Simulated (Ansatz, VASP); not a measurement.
# Two plane-wave programs on W

INCAR

```
ALGO = Fast
EDIFF = 1E-6
ENCUT = 520
GGA = PE
ISIF = 2
ISMEAR = 0
LASPH = True
LCHARG = False
LREAL = False
LWAVE = False
NBANDS = 13
NELM = 60
PREC = Accurate
SIGMA = 0.15
```

Contents of KPOINTS:

```
k-points
0
Gamma
  20 20 20
```

File POSCAR:

```
W
1.0
   -1.5174350000      1.5174350000      1.6771650000
    1.5174350000     -1.5174350000      1.6771650000
    1.5174350000      1.5174350000     -1.6771650000
W
1
Direct
    0.0000000000      0.0000000000      0.0000000000
```

Input for Ansatz:

```yaml
crystal:
  lattice:
    - [-1.517435, 1.517435, 1.677165]
    - [1.517435, -1.517435, 1.677165]
    - [1.517435, 1.517435, -1.677165]
  atoms:
    - { symbol: W, position: [0.0, 0.0, 0.0] }
basis:
  ecutwfc: 420
kpoints:
  mp_grid: { grid: [20, 20, 20] }
hamiltonian:
  xc: pbe
scf:
  occupations: { method: gaussian, width: 0.15 }
output:
  forces: true
  stress: true
  eigenvalues: true
```

Change from the starting cell: strain -0.050 along x and y, +0.050 along z, atoms carried along.

Alike in both runs: task single point; functional PBE; k mesh 20 × 20 × 20; occupations gaussian, width 0.15 eV; no spin polarisation.

|  | VASP | Ansatz |
| --- | --- | --- |
| version | VASP 6.6.1 | Ansatz 0.2.0 |
| potentials or method | VASP PAW PBE potentials, release 64 (W_sv), cutoff 520 eV | scalar-relativistic, plane waves, PAW |
| valence electrons in the cell | 14 | 14 |

Ansatz gave:

```
gap on the k mesh at the Fermi level (eV)                     : none
pressure (GPa)                                                : 15.8
traceless stress, the component that is largest in VASP (GPa) : -19.33
```

Q: What did VASP give for the same quantities?

A: gap on the k mesh at the Fermi level (eV): none; pressure (GPa): 16.5; traceless stress, the component that is largest in VASP (GPa): -19.29.

A gap of «none» marks a metal or a gap that the smearing closes.

Spin-orbit coupling is off throughout.
